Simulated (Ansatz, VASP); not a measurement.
## Two plane-wave programs on Mo

```xyz
1
Lattice="-1.3142 1.7883 1.6382 1.3142 -1.7883 1.6382 1.3142 1.7883 -1.6382" Properties=species:S:1:pos:R:3 pbc="T T T"
Mo    0.0000    0.0000    0.0000
```

Change from the starting cell: strain +e along x and -e along y -0.1500, strain +e along z and -e/2 along x and y +0.0367.

Alike in both runs: task single point; functional PBE; k mesh 20 × 20 × 20; occupations gaussian, width 0.15 eV; no spin polarisation.

```csv
,VASP,Ansatz
version,VASP 6.6.1,Ansatz 0.2.0
potentials or method,"VASP PAW PBE potentials, release 64 (Mo_sv), cutoff 520 eV","scalar-relativistic, plane waves, PAW"
valence electrons in the cell,14,14
```

Ansatz gave:

* gap on the k mesh at the Fermi level (eV): none
* pressure (GPa): 14.6
* traceless stress, the component that is largest in VASP (GPa): 18.13

Estimate VASP's values.

gap on the k mesh at the Fermi level (eV): none; pressure (GPa): 15.1; traceless stress, the component that is largest in VASP (GPa): 18.22.

A gap of «none» marks a metal or a gap that the smearing closes.
